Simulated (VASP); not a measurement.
# Au (Fm-3m) in VASP: notebook

The runs below take Au through single point, relaxation of cell and atoms, with r2SCAN.

All numbers are computed with VASP 6.6.1; they aren't measurements. Logs are shortened: lines on timing, memory, paths and dates and some standing lists are left out, and cuts for length are marked.

### Step 1. The cell of the first run

Symmetry: Fm-3m, No. 225, cubic system. Conventional cell: a = 4.099 Å, b = 4.099 Å, c = 4.099 Å, α = 90.00°, β = 90.00°, γ = 90.00°. Within 3.8 Å of Au (site symmetry m-3m) lie 12 Au at 2.90 Å.

### Step 2. Single point, r2SCAN

Input file POSCAR:

```
Au
1.0
    0.0000000000      2.0496061482      2.0496061482
    2.0496061482      0.0000000000      2.0496061482
    2.0496061482      2.0496061482      0.0000000000
Au
1
Direct
    0.0000000000      0.0000000000      0.0000000000
```

Input file INCAR.step1:

```
PREC = Accurate
ENCUT = 520
ISMEAR = 0
SIGMA = 0.1
LREAL = False
LASPH = True
NELM = 80
NBANDS = 12
GGA = PE
ALGO = Normal
EDIFF = 1E-4
LWAVE = True
LCHARG = False
```

Input file INCAR.step2:

```
PREC = Accurate
ENCUT = 520
EDIFF = 1E-6
ISMEAR = 0
SIGMA = 0.1
LREAL = False
LASPH = True
NELM = 80
ALGO = Normal
ISIF = 2
LWAVE = False
LCHARG = True
METAGGA = R2SCAN
LMIXTAU = True
LELF = True
LVHAR = True
NBANDS = 12
ISTART = 1
```

Input file KPOINTS:

```
regular mesh
0
Gamma
  18 18 18
```

Potentials or basis: VASP PAW PBE potentials, release 64 (Au).

Launch:

```
$ cat potpaw_PBE.64/Au/POTCAR > POTCAR
$ cp INCAR.step1 INCAR
$ mpirun -np 1 vasp_std > vasp.out
$ cp INCAR.step2 INCAR
$ mpirun -np 1 vasp_std > vasp.out
```

OUTCAR:

```text
PREC = Accurate
   ENCUT = 520
   EDIFF = 1E-6
   ISMEAR = 0
   LREAL = False
   LASPH = True
   NELM = 80
   ISIF = 2
   METAGGA = R2SCAN
   ISTART = 1

 ion  position               nearest neighbor table
   1  0.000  0.000  0.000-

  LATTYP: Found a face centered cubic cell.
 ALAT       =     4.0992122964

  Lattice vectors:

 A1 = (   0.0000000000,   2.0496061482,   2.0496061482)
 A2 = (   2.0496061482,   0.0000000000,   2.0496061482)
 A3 = (   2.0496061482,   2.0496061482,   0.0000000000)

Analysis of symmetry for initial positions (statically):
=====================================================================
 Subroutine PRICEL returns:
 Original cell was already a primitive cell.

 Routine SETGRP: Setting up the symmetry group for a
 face centered cubic supercell.

 Subroutine GETGRP returns: Found 48 space group operations
 (whereof 48 operations were pure point group operations)
 out of a pool of 48 trial point group operations.

The static configuration has the point symmetry O_h .

Analysis of symmetry for dynamics (positions and initial velocities):
=====================================================================
 Subroutine PRICEL returns:
 Original cell was already a primitive cell.

 Routine SETGRP: Setting up the symmetry group for a
 face centered cubic supercell.

 Subroutine GETGRP returns: Found 48 space group operations
 (whereof 48 operations were pure point group operations)
 out of a pool of 48 trial point group operations.

The dynamic configuration has the point symmetry O_h .

 Subroutine INISYM returns: Found 48 space group operations
 (whereof 48 operations are pure point group operations),
 and found     1 'primitive' translations

----------------------------------------------------------------------------------------

                                     Primitive cell

  volume of cell :      17.2203

  direct lattice vectors                    reciprocal lattice vectors
     0.000000000  2.049606148  2.049606148    -0.243949307  0.243949307  0.243949307
     2.049606148  0.000000000  2.049606148     0.243949307 -0.243949307  0.243949307
     2.049606148  2.049606148  0.000000000     0.243949307  0.243949307 -0.243949307

  length of vectors
     2.898580812  2.898580812  2.898580812     0.422532595  0.422532595  0.422532595

  position of ions in fractional coordinates (direct lattice)
     0.000000000  0.000000000  0.000000000

  ion indices of the primitive-cell ions
   primitive index   ion index
                 1           1
[... 68 lines left out ...]
   LSORBIT =      F    spin-orbit coupling
   LASPH  =      T    aspherical Exc in radial PAW
   ENCUT  =  520.0 eV  38.22 Ry    6.18 a.u.   5.39  5.39  5.39*2*pi/ulx,y,z
   NELM   =     80;   NELMIN=  2; NELMDL=  0     # of ELM steps
   EDIFF  = 0.1E-05   stopping-criterion for ELM
   LREAL  =      F    real-space projection
[... 7 lines left out ...]
   TEBEG  =    0.0;   TEEND  =   0.0 temperature during run
   PSTRESS=    0.0 pullay stress
   NELECT =      11.0000    total number of electrons
   NUPDOWN=      -1.0000    fix difference up-down
   EMIN   =  10.00;   EMAX   =-10.00  energy-range for DOS
   EFERMI =   0.00;   METHOD = LEGACY
   ISMEAR =     0;   SIGMA  =   0.10  broadening in eV -4-tet -1-fermi 0-gaus
   EFERMI_NEDOS =   21; number of points for ismear=-14 and -15
   IALGO  =     38    algorithm
   IMIX   =      4    mixing-type and parameters
     AMIX     =   0.40;   BMIX     =  1.00
     AMIX_MAG =   1.60;   BMIX_MAG =  1.00
  volume/ion in A,a.u.               =      17.22       116.21
  Fermi-wavevector in a.u.,A,eV,Ry     =   1.409912  2.664347 27.046363  1.987852
  Thomas-Fermi vector in A             =   2.531919
   LORBIT       =      0    0 simple, 1 ext, 2 COOP (PROOUT), +10 PAW based schemes
   METAGGA = R2SCAN    functional components
   LHFCALC =     F    Hartree Fock is set to
   AEXX    =    0.0000 exact exchange contribution
   IVDW    =     0    specifies the selected vdW correction
   LEPSILON=     F    determine dielectric tensor
   LRPA    =     F    only Hartree local field effects (RPA)
 non-spin polarized calculation
 Gauss-broadening in eV      SIGMA  =   0.10
  energy-cutoff  :      520.00
  volume of cell :       17.22
 maximum number of plane-waves:       483
 NGX is ok and might be reduce to    24
   NGX = 11   NGY = 11   NGZ = 11

 number of electron      11.0000000 magnetization

 Free energy of the ion-electron system (eV)
  ---------------------------------------------------
  ext. energy  EPLUGINS =         0.00000000
  ---------------------------------------------------
  free energy    TOTEN  =       -50.59335259 eV

  energy without entropy =      -50.59216221  energy(sigma->0) =      -50.59275740

 E-fermi :   9.1243     XC(G=0): -13.5554

 val. band max:        9.1087944841   @ k =   0.5000   0.2778   0.1111
 cond. band min:       9.1540144286   @ k =   0.5000   0.1667   0.0556
 fundamental gap:      0.0452199445
 Fermi energy:         9.1243003952

 k-point     1 :       0.0000    0.0000    0.0000
  band No.  band energies     occupation
      1      -0.8261      2.00000
      2       4.2625      2.00000
      3       4.2625      2.00000
      4       4.2625      2.00000
      5       5.7677      2.00000
      6       5.7677      2.00000
      7      24.4866      0.00000
      8      28.5194      0.00000
      9      28.5194      0.00000
     10      28.5194      0.00000
     11      33.7648      0.00000
     12      38.1058      0.00000
[... 331 lines left out ...]
 k-point    24 :      -0.2222    0.0556    0.0000
  band No.  band energies     occupation
      1       0.9984      2.00000
      2       4.0312      2.00000
      3       4.5731      2.00000
      4       4.6050      2.00000
      5       5.6857      2.00000
      6       6.1744      2.00000
      7      21.2336      0.00000
      8      25.5620      0.00000
      9      28.4043      0.00000
     10      30.9055      0.00000
     11      31.3584      0.00000
     12      32.9230      0.00000

 [... further k-points ...]
[... 5 lines left out ...]
  --------------------------------------------------------------------------------------
  -------------------------------------------------------------------------------------
  Total        0.3564418      0.3564418      0.3564418     -0.0000000      0.0000000     -0.0000000
  in kB       33.1633215     33.1633215     33.1633215     -0.0000000      0.0000000     -0.0000000
  external PRESSURE =      33.1633215 kB  Pullay stress =       0.0000000 kB

 VOLUME and BASIS-vectors are now :
 -----------------------------------------------------------------------------
  energy-cutoff  :      520.00
  volume of cell :       17.22
      direct lattice vectors                 reciprocal lattice vectors
     0.000000000  2.049606148  2.049606148    -0.243949307  0.243949307  0.243949307
     2.049606148  0.000000000  2.049606148     0.243949307 -0.243949307  0.243949307
     2.049606148  2.049606148  0.000000000     0.243949307  0.243949307 -0.243949307

 POSITION                                       TOTAL-FORCE (eV/Angst)
 -----------------------------------------------------------------------------------
      0.00000      0.00000      0.00000         0.000000      0.000000      0.000000
 -----------------------------------------------------------------------------------
    total drift:                               -0.000000      0.000000      0.000000

  FREE ENERGIE OF THE ION-ELECTRON SYSTEM (eV)
  ---------------------------------------------------
  free  energy   TOTEN  =       -50.5933525937 eV

  energy  without entropy=      -50.5921622068  energy(sigma->0) =      -50.59275740
```

OUTCAR.step1:

```text
PREC = Accurate
   ENCUT = 520
   ISMEAR = 0
   LREAL = False
   LASPH = True
   NELM = 80
[... 575 lines left out ...]

 POSITION                                       TOTAL-FORCE (eV/Angst)
 -----------------------------------------------------------------------------------
      0.00000      0.00000      0.00000         0.000000     -0.000000     -0.000000
 -----------------------------------------------------------------------------------
    total drift:                               -0.000000      0.000000     -0.000000

  FREE ENERGIE OF THE ION-ELECTRON SYSTEM (eV)
  ---------------------------------------------------
  free  energy   TOTEN  =        -3.2077717577 eV

  energy  without entropy=       -3.2064362993  energy(sigma->0) =       -3.20710403
```

OSZICAR.step1:

```text
N       E                     dE             d eps       ncg     rms          rms(c)
DAV:   1     0.494403108148E+02    0.49440E+02   -0.55464E+03  4856   0.812E+02
DAV:   2    -0.278588755924E+01   -0.52226E+02   -0.49241E+02  5476   0.186E+02
DAV:   3    -0.347001590164E+01   -0.68413E+00   -0.68352E+00  5660   0.207E+01
DAV:   4    -0.347233935762E+01   -0.23235E-02   -0.23233E-02  5636   0.138E+00
DAV:   5    -0.347235681025E+01   -0.17453E-04   -0.17453E-04  5700   0.115E-01    0.910E+00
DAV:   6    -0.322822589144E+01    0.24413E+00   -0.65277E-01  5156   0.654E+00    0.580E+00
DAV:   7    -0.320989115960E+01    0.18335E-01   -0.63863E-02  5556   0.206E+00    0.274E+00
DAV:   8    -0.320778441728E+01    0.21067E-02   -0.15912E-03  5164   0.339E-01    0.251E-01
DAV:   9    -0.320777175767E+01    0.12660E-04   -0.71193E-06  3396   0.249E-02
   1 F= -.32077718E+01 E0= -.32071040E+01  d E =-.133546E-02
```

Wall time 2.7 min (1 thread of Intel Xeon 8259CL, shared host); peak memory 0.18 GiB.

What came out:

- Free energy: -50.5934 eV
- Pressure: 3.3 GPa

Caveat: the PAW data sets were made with another functional, which shifts forces and pressure a little; spin-orbit coupling is left out, which moves the levels of the heavy elements.

### Step 3. Single point, r2SCAN

This run uses another cell than the first one, of 17.54 Å³/atom, 1.019 times its volume.

Input file POSCAR:

```
Au
1.0
    0.0000000000      2.0621898478      2.0621898478
    2.0621898478      0.0000000000      2.0621898478
    2.0621898478      2.0621898478      0.0000000000
Au
1
Direct
    0.0000000000      0.0000000000      0.0000000000
```

Input file INCAR.step1:

```
  PREC = Accurate
  ENCUT = 520
  ISMEAR = 0
  SIGMA = 0.1
  LREAL = F
  LASPH = T
  NELM = 60
  NBANDS = 12
  GGA = PE
  ALGO = Normal
  EDIFF = 1E-4
  LWAVE = T
  LCHARG = F
```

Input file INCAR.step2:

```
  PREC = Accurate
  ENCUT = 520
  EDIFF = 1E-6
  ISMEAR = 0
  SIGMA = 0.1
  LREAL = F
  LASPH = T
  NELM = 60
  ALGO = Normal
  ISIF = 2
  LWAVE = F
  LCHARG = T
  METAGGA = R2SCAN
  LMIXTAU = T
  LELF = T
  LVHAR = T
  NBANDS = 12
  ISTART = 1
```

Input file KPOINTS:

```
Automatic mesh
0
Gamma
  18 18 18
```

Potentials or basis: VASP PAW PBE potentials, release 64 (Au).

Launch:

```
$ cat potpaw_PBE.64/Au/POTCAR > POTCAR
$ cp INCAR.step1 INCAR
$ mpirun -np 1 vasp_std > vasp.out
$ cp INCAR.step2 INCAR
$ mpirun -np 1 vasp_std > vasp.out
```

It took 2.7 min on 1 thread of Intel Xeon 8259CL, shared host; peak memory 0.18 GiB.

It converged, with:

```yaml
Free_energy: -50.5970 eV
Pressure: 0.2 GPa
```

Levels at points of the mesh, in eV from the Fermi level:
```tsv
k point	band 2	band 3	band 4	band 5	band 6	band 7	band 8	band 9	band 10	band 11
(0.00, 0.00, 0.00)	-4.75	-4.75	-4.75	-3.30	-3.30	15.39	19.31	19.31	19.31	24.49
(0.50, 0.00, 0.00)	-4.80	-4.80	-2.11	-2.11	-0.63	3.06	14.87	17.73	17.73	25.52
(0.50, 0.50, 0.00)	-6.77	-2.17	-1.79	-1.79	1.31	5.81	10.47	10.47	17.78	20.23
```

Caveat: the PAW data sets were made with another functional, which shifts forces and pressure a little; spin-orbit coupling is left out, which moves the levels of the heavy elements.

### Step 4. Single point, r2SCAN

This run uses another cell than the first one, of 17.91 Å³/atom, 1.040 times its volume.

Input file POSCAR:

```
Au
1.0
    0.0000000000      2.0764420190      2.0764420190
    2.0764420190      0.0000000000      2.0764420190
    2.0764420190      2.0764420190      0.0000000000
Au
1
Direct
    0.0000000000      0.0000000000      0.0000000000
```

Input file INCAR.step1:

```
SYSTEM = Au
ALGO = Normal ; EDIFF = 1E-4
ENCUT = 520 ; GGA = PE
ISMEAR = 0 ; LASPH = .True.
LCHARG = .False. ; LREAL = .False.
LWAVE = .True. ; NBANDS = 12
NELM = 60 ; PREC = Accurate
SIGMA = 0.1
```

Input file INCAR.step2:

```
SYSTEM = Au
ALGO = Normal ; EDIFF = 1E-6
ENCUT = 520 ; ISIF = 2
ISMEAR = 0 ; ISTART = 1
LASPH = .True. ; LCHARG = .False.
LMIXTAU = .True. ; LREAL = .False.
LWAVE = .False. ; METAGGA = R2SCAN
NBANDS = 12 ; NELM = 60
PREC = Accurate ; SIGMA = 0.1
```

Input file KPOINTS:

```
k-points
0
Gamma
  18 18 18
  0 0 0
```

Launch:

```
$ cat potpaw_PBE.64/Au/POTCAR > POTCAR
$ cp INCAR.step1 INCAR
$ mpirun -np 1 vasp_std > vasp.out
$ cp INCAR.step2 INCAR
$ mpirun -np 1 vasp_std > vasp.out
```

It took 3 min on 1 thread of Intel Xeon 8259CL, shared host; peak memory 0.18 GiB.

Results (log left out):

| Property | Result |
| --- | --- |
| Free energy | -50.5942 eV |
| Pressure | -2.8 GPa |

Levels at points of the mesh, in eV from the Fermi level:
| k point | band 3 | band 4 | band 5 | band 6 | band 7 | band 8 | band 9 | band 10 |
| --- | --- | --- | --- | --- | --- | --- | --- | --- |
| (0.00, 0.00, 0.00) | -4.64 | -4.64 | -3.23 | -3.23 | 15.42 | 19.21 | 19.21 | 19.21 |
| (0.50, 0.00, 0.00) | -4.68 | -2.09 | -2.09 | -0.52 | 2.95 | 14.89 | 17.57 | 17.57 |
| (0.50, 0.50, 0.00) | -2.15 | -1.78 | -1.78 | 1.38 | 5.65 | 10.42 | 10.42 | 17.55 |

Caveat: the PAW data sets were made with another functional, which shifts forces and pressure a little; spin-orbit coupling is left out, which moves the levels of the heavy elements.

### Step 5. Relaxation of cell and atoms, r2SCAN, target pressure 60 GPa, at which the enthalpy is minimised

This run uses another cell than the first one, of 14.19 Å³/atom, 0.824 times its volume.

Input file POSCAR:

```
Au
1.0
    0.0000000000      1.9216581488      1.9216581488
    1.9216581488      0.0000000000      1.9216581488
    1.9216581488      1.9216581488      0.0000000000
Au
1
Direct
    0.0000000000      0.0000000000      0.0000000000
```

Input file INCAR.step1:

```
SYSTEM = Au
PREC = Accurate
ENCUT = 600
ISMEAR = 0
SIGMA = 0.1
LREAL = .False.
LASPH = .True.
NELM = 80
GGA = PE
ALGO = Normal
EDIFF = 1E-4
LWAVE = .True.
LCHARG = .False.
```

Input file INCAR.step2:

```
SYSTEM = Au
PREC = Accurate
ENCUT = 600
EDIFF = 1E-6
ISMEAR = 0
SIGMA = 0.1
LREAL = .False.
LASPH = .True.
NELM = 80
ALGO = Normal
ISIF = 3
LWAVE = .False.
LCHARG = .False.
METAGGA = R2SCAN
LMIXTAU = .True.
IBRION = 2
NSW = 70
EDIFFG = -0.008
PSTRESS = 600.0
ISTART = 1
```

Input file KPOINTS:

```
Automatic mesh
0
Gamma
  18 18 18
  0 0 0
```

Launch:

```
$ cat potpaw_PBE.64/Au/POTCAR > POTCAR
$ cp INCAR.step1 INCAR
$ mpirun -np 1 vasp_std > vasp.out
$ cp INCAR.step2 INCAR
$ mpirun -np 1 vasp_std > vasp.out
```

It took 5.2 min on 1 thread of Intel Xeon 8259CL, shared host; peak memory 0.18 GiB.

It converged, with:

```
Free energy                                            : -50.1020 eV
Relaxed volume                                         : 14.25 Å³/atom
Relaxed cell                                           : a = 2.721 Å, b = 2.721 Å, c = 2.721 Å, α = 60.00°, β = 60.00°, γ = 60.00°
Space group after relaxing (to 0.05 Å)                 : Fm-3m (No. 225)
Energy change on relaxing (the enthalpy is what falls) : -20.8 meV/atom
Ionic steps                                            : 3
Pressure after relaxing                                : 60.0 GPa
```

Step by step:
```tsv
step	energy change (eV)	largest force (eV/Å)	pressure (GPa)	volume (Å³)
1	0.0000	0.0000	61.78	14.19
2	-0.1151	0.0000	51.79	14.52
3	-0.0208	0.0000	59.99	14.25
```

Final structure:
```yaml
crystal:
  lattice:
    - [0.00000, 1.92413, 1.92413]
    - [1.92413, 0.00000, 1.92413]
    - [1.92413, 1.92413, 0.00000]
  atoms:
    - { symbol: Au, position: [0.00000, 0.00000, 0.00000] }
```

Levels at points of the mesh, in eV from the Fermi level:
| k point | band 2 | band 3 | band 4 | band 5 | band 6 | band 7 | band 8 | band 9 |
| --- | --- | --- | --- | --- | --- | --- | --- | --- |
| (0.00, 0.00, 0.00) | -6.18 | -6.18 | -6.18 | -4.07 | -4.07 | 14.79 | 20.02 | 20.02 |
| (0.50, 0.00, 0.00) | -6.26 | -6.26 | -2.37 | -2.37 | -1.82 | 4.25 | 14.34 | 19.22 |
| (0.50, 0.50, 0.00) | -9.03 | -2.44 | -1.89 | -1.89 | 0.55 | 7.64 | 10.97 | 10.97 |

Caveat: the cell is relaxed towards a set pressure, so the enthalpy falls and the energy may rise; the PAW data sets were made with another functional, which shifts forces and pressure a little; spin-orbit coupling is left out, which moves the levels of the heavy elements.

### Step 6. The runs side by side

| task | cell | cutoff (eV) | gap on the mesh (eV) | pressure (GPa) |
| --- | --- | --- | --- | --- |
| single point | a = 2.899 Å, angles 60.0°, 1 atom | 520 | none | 3.3 |
| single point | a = 2.916 Å, angles 60.0°, 1 atom | 520 | none | 0.2 |
| single point | a = 2.937 Å, angles 60.0°, 1 atom | 520 | none | -2.8 |
| relaxation of cell and atoms | relaxed to 60 GPa from a = 2.718 Å, angles 60.0°, 1 atom | 600 | none | 60.0 |

Alike in all rows: level r2SCAN; potentials or basis VASP PAW PBE potentials, release 64 (Au); no spin polarisation; k mesh 18 × 18 × 18; smearing gaussian 0.1 eV.

Caveats: the PAW data sets were made with another functional, which shifts forces and pressure a little; spin-orbit coupling is left out, which moves the levels of the heavy elements; the cell is relaxed towards a set pressure, so the enthalpy falls and the energy may rise (some runs).

Absolute energies hang on the potentials; compare differences alone.
